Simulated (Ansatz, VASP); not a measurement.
**Two plane-wave programs on C**

The input INCAR:

```
SYSTEM = C
  PREC = Accurate
  ENCUT = 520
  EDIFF = 1E-6
  ISMEAR = 0
  SIGMA = 0.02
  LREAL = .FALSE.
  LASPH = .TRUE.
  NELM = 60
  ALGO = Normal
  ISIF = 2
  LWAVE = .FALSE.
  LCHARG = .TRUE.
  GGA = PE
  LELF = .TRUE.
  LVHAR = .TRUE.
  NBANDS = 11
```

File KPOINTS:

```
Automatic mesh
0
G
  14 14 14
  0 0 0
```

Contents of POSCAR:

```
C
1.0
    0.0000000000      2.1270000000      3.3480000000
    1.2280000000      0.0000000000      3.3480000000
    1.2280000000      2.1270000000      0.0000000000
C
2
Direct
    0.1666700000      0.8333300000      0.1666700000
    0.8333300000      0.1666700000      0.8333300000
```

Input for Ansatz:

```yaml
crystal:
  lattice:
    - [0.0, 2.127, 3.348]
    - [1.228, 0.0, 3.348]
    - [1.228, 2.127, 0.0]
  atoms:
    - { symbol: C, position: [0.16667, 0.83333, 0.16667] }
    - { symbol: C, position: [0.83333, 0.16667, 0.83333] }
basis:
  ecutwfc: 420
kpoints:
  mp_grid: { grid: [14, 14, 14] }
hamiltonian:
  xc: pbe
scf:
  occupations: { method: gaussian, width: 0.02 }
output:
  forces: true
  stress: true
  eigenvalues: true
  populations: true
```

Alike in both runs: task single point; functional PBE; k mesh 14 × 14 × 14; occupations gaussian, width 0.02 eV; no spin polarisation.

```csv
,VASP,Ansatz
version,VASP 6.6.1,Ansatz 0.2.0
potentials or method,"VASP PAW PBE potentials, release 64 (C), cutoff 520 eV","scalar-relativistic, plane waves, PAW"
valence electrons in the cell,8,8
```

|  | VASP | Ansatz | Ansatz less VASP |
| --- | --- | --- | --- |
| gap on the k mesh at the Fermi level (eV) | 0.36 | 0.36 | +0.001 |
| least direct gap on the mesh (eV) | 0.44 | 0.44 | +0.001 |
| pressure (GPa) | 5.0 | 4.6 | -0.45 |
| traceless stress, the component that is largest in VASP (GPa) | -1.12 | -0.58 | +0.537 |
| rms of the force components (eV/Å) | 0.018 | 0.018 | +0.0001 |

Atom by atom the forces differ by 0.000 eV/Å (rms over components). The functional is the same, so the differences come from potentials, cutoffs and numerics.
